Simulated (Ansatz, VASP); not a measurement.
# HfSi3O2: VASP beside Ansatz

```
CELL_PARAMETERS angstrom
2.65501 -2.60706 0.00086
2.65501 2.60706 0.00086
-1.32958 0.00000 12.35640
ATOMIC_POSITIONS crystal
Hf 0.79602 0.79602 0.68405
Hf 0.20398 0.20398 0.31595
Si 0.25042 0.74958 0.50000
Si 0.74958 0.25042 0.50000
Si 0.85158 0.35026 0.90390
Si 0.35026 0.85158 0.90390
Si 0.14842 0.64974 0.09610
Si 0.64974 0.14842 0.09610
O 0.81519 0.31519 0.76123
O 0.31519 0.81519 0.76123
O 0.18481 0.68481 0.23877
O 0.68481 0.18481 0.23877
```

Alike in both runs: functional PBE; k mesh 8 × 8 × 4; occupations gaussian, width 0.1 eV; no spin polarisation.

Ansatz relaxed the structure, and its values are those at the end. VASP's run is a single point on that final structure, the one shown.

```csv
,VASP,Ansatz
version,VASP 6.6.1,Ansatz 0.2.0
potentials or method,"VASP PAW PBE potentials, release 64 (Hf_pv, Si, O), cutoff 520 eV","scalar-relativistic, plane waves, PAW"
valence electrons in the cell,68,100
```

```tsv
	VASP	Ansatz	Ansatz less VASP
gap on the k mesh at the Fermi level (eV)	none	none	-
pressure (GPa)	-0.8	0.0	+0.82
rms of the force components (eV/Å)	0.069	0.000	-0.0689
```

A gap of «none» marks a metal or a gap that the smearing closes. The functional is the same, so the differences come from potentials, cutoffs and numerics. VASP's potentials hold 68 valence electrons a cell and Ansatz's 100, so a difference there can come from the potentials and not from the codes.

Neither program's run includes spin-orbit coupling.
